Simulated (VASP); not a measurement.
**B: relaxation of cell and atoms with PBE**

The system is B.

```xyz
2
Lattice="1.8470 0.0000 0.0000 -0.9235 1.5995 0.0000 0.0000 0.0000 5.5228" Properties=species:S:1:pos:R:3 pbc="T T T"
B     0.0000    0.0000    0.9067
B     0.0000    0.0000    4.6161
```

The cell was generated, and may not be a known phase.

```json
{
 "Program": "VASP 6.6.1",
 "Task": "relaxation of cell and atoms",
 "Functional": "PBE",
 "Potentials or basis": "VASP PAW PBE potentials, release 64 (B_h)",
 "Cutoff": "910 eV",
 "k mesh": "36 × 36 × 10",
 "Occupations": "gaussian, width 0.1 eV",
 "Spin": "no spin polarisation",
 "Dipole correction": "no",
 "Further INCAR settings": "ALGO = Normal; EDIFF = 1e-07; IBRION = 2; EDIFFG = -0.01; NSW = 100; ISIF = 3"
}
```

* Relaxed volume: 8.16 Å³/atom
* Relaxed cell: a = 1.851 Å, b = 1.851 Å, c = 5.503 Å, α = 90.00°, β = 90.00°, γ = 120.00°
* Space group after relaxing (to 0.1 Å): P6/mmm (No. 191)
* Energy gained by relaxing: 0.6 meV/atom
* Ionic steps: 3
* Pressure after relaxing: 0.2 GPa
* Band gap on the k mesh: zero (bands 3 and 4 overlap by 1.70 eV)

The path:
| step | energy change (eV) | largest force (eV/Å) | pressure (GPa) | volume (Å³) |
| --- | --- | --- | --- | --- |
| 1 | 0.0000 | 0.1317 | 0.07 | 16.32 |
| 2 | -0.0007 | 0.0806 | 0.26 | 16.32 |
| 3 | -0.0012 | 0.0017 | 0.16 | 16.32 |

Final structure:
```yaml
crystal:
  lattice:
    - [1.85058, 0.00000, 0.00000]
    - [-0.92529, 1.60265, 0.00000]
    - [0.00000, 0.00000, 5.50306]
  atoms:
    - { symbol: B, position: [0.00000, 0.00000, 0.16347] }
    - { symbol: B, position: [0.00000, 0.00000, 0.83653] }
```

Levels at points of the mesh, in eV from the Fermi level:
```tsv
k point	band 1	band 2	band 3	band 4	band 5	band 6
(0.00, 0.00, 0.00)	-17.86	-13.00	-8.58	2.55	5.32	19.19
(0.50, 0.00, 0.00)	-8.88	-5.60	-3.56	1.83	2.65	9.50
(0.00, 0.00, 0.50)	-17.80	-13.40	-7.50	-0.70	10.45	16.61
(0.50, 0.00, 0.50)	-8.85	-5.68	-3.54	1.29	3.37	11.30
```

It took 4.4 min on 1 thread of Intel(R) Xeon(R) Platinum 8259CL CPU @ 2.50GHz (Skylake/Cascade Lake) (shared host), peak memory 0.28 GiB.

Caveat: this functional lacks dispersion, which binds layers or chains, so the pressure and a relaxed spacing across them are unreliable.
